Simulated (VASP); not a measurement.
Set up this calculation in VASP 6.6.1, as the native input.

| Item | Value |
| --- | --- |
| Task | relaxation of cell and atoms |
| Functional | PBE |
| Potentials or basis | VASP PAW PBE potentials, release 64 (Al, B, N) |
| Cutoff | 600 eV |
| k mesh | 14 × 14 × 4 |
| Occupations | gaussian, width 0.1 eV |
| Spin | no spin polarisation |
| Dipole correction | no |
| Further INCAR settings | ALGO = Normal; EDIFF = 1e-06; IBRION = 2; EDIFFG = -0.01; NSW = 100; ISIF = 3 |

The structure of Al2BN3 lies in POSCAR:

```
Al2BN3
1.0
    2.6312322719      0.0000000000      0.0000000000
    0.0000000000      2.6312322719      0.0000000000
    0.0000000000      0.0000000000      9.8979754312
Al B N
2 1 3
Direct
    0.5000000000      0.0000000000      0.3917700135
    0.0000000000      0.5000000000      0.6082299865
    0.5000000000      0.5000000000      0.0000000000
    0.0000000000      0.0000000000      0.0000000000
    0.5000000000      0.0000000000      0.6145895634
    0.0000000000      0.5000000000      0.3854104366
```

The input as run:

INCAR

```
ALGO = Normal
EDIFF = 1E-6
EDIFFG = -0.01
ENCUT = 600
GGA = PE
IBRION = 2
ISIF = 3
ISMEAR = 0
LASPH = T
LCHARG = F
LREAL = F
LWAVE = F
NELM = 100
NSW = 100
PREC = Accurate
SIGMA = 0.1
```

KPOINTS

```
k-points
0
Gamma
  14 14 4
```

Potentials or basis: VASP PAW PBE potentials, release 64 (Al, B, N).

Command:

```bash
$ cat potpaw_PBE.64/Al/POTCAR potpaw_PBE.64/B/POTCAR potpaw_PBE.64/N/POTCAR > POTCAR
$ mpirun -np 1 vasp_std > vasp.out
```

Results of the run:

```yaml
Relaxed_volume: 11.42 Å³/atom
Relaxed_cell: a = 2.630 Å, b = 2.630 Å, c = 9.900 Å, α = 90.00°, β = 90.00°, γ = 90.00°
Space_group_after_relaxing_to_0.05_Å: P-4m2 (No. 115)
Energy_gained_by_relaxing: 0.0 meV/atom
Ionic_steps: 4
Pressure_after_relaxing: 0.0 GPa
Band_gap_on_the_k_mesh: zero (band 12 reaches 4.72 eV, above the bottom of band 13 at 4.14 eV)
```

It took 2 min on 1 thread of Intel(R) Xeon(R) 6975P-C (Granite Rapids) (shared host), peak memory 0.3 GiB.
